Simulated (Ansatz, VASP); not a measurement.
**Bi2Se3 in VASP and in Ansatz**

```
CELL_PARAMETERS angstrom
2.07150 1.19598 9.73624
-2.07150 1.19598 9.73624
0.00000 -2.39196 9.73624
ATOMIC_POSITIONS crystal
Bi 0.40080 0.40080 0.40080
Bi 0.59920 0.59920 0.59920
Se 0.00000 0.00000 0.00000
Se 0.21170 0.21170 0.21170
Se 0.78830 0.78830 0.78830
```

Change from the starting cell: zz strain of +2 %.

Alike in both runs: task single point; functional PBEsol; k mesh 6 × 6 × 6; occupations fermi-dirac, width 0.03 eV; no spin polarisation.

|  | VASP | Ansatz |
| --- | --- | --- |
| version | VASP 6.6.1 | Ansatz 0.2.0 |
| potentials or method | VASP PAW PBE potentials, release 64 (Bi_d, Se), cutoff 520 eV | all-electron LAPW, scalar-relativistic |

```csv
,VASP,Ansatz,Ansatz less VASP
pressure (GPa),-1.5,-1.5,-0.03
"traceless stress, the component that is largest in VASP (GPa)",-0.49,-0.50,-0.003
rms of the force components (eV/Å),0.065,0.065,+0.0003
```

VASP's potentials were made for PBE, not for PBEsol. Atom by atom the forces differ by 0.007 eV/Å (rms over components). Ansatz ran all-electron here, and VASP with PAW potentials.

Neither program's run includes spin-orbit coupling.
